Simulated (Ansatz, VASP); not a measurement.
Two plane-wave programs on HfC

```
Hf C
1.0
    -0.17438    2.32500    2.32500
     2.15062    0.00000    2.15062
     2.32500    2.32500   -0.17438
Hf C
1 1
Cartesian
  2.1506 2.3250 2.1506
  0.0000 0.0000 0.0000
```

Change from the starting cell: strain -0.1500 x Voigt [0, 0, 0, 0, 1, 0], atoms carried along.

Alike in both runs: task single point; functional PBE; k mesh 18 × 18 × 18; occupations gaussian, width 0.15 eV; no spin polarisation.

|  | VASP | Ansatz |
| --- | --- | --- |
| version | VASP 6.6.1 | Ansatz 0.2.0 |
| potentials or method | VASP PAW PBE potentials, release 64 (Hf_pv, C), cutoff 520 eV | scalar-relativistic, plane waves, PAW |
| valence electrons in the cell | 14 | 30 |

|  | VASP | Ansatz | Ansatz less VASP |
| --- | --- | --- | --- |
| gap on the k mesh at the Fermi level (eV) | none | none | - |
| pressure (GPa) | 1.0 | 1.6 | +0.67 |
| traceless stress, the component that is largest in VASP (GPa) | 24.92 | 24.93 | +0.008 |

A gap of «none» marks a metal or a gap that the smearing closes. With one functional, cell and mesh, what is left measures potentials, basis and numerics. VASP's potentials hold 14 valence electrons a cell and Ansatz's 30, so a difference there can come from the potentials and not from the codes.

Neither program's run includes spin-orbit coupling.
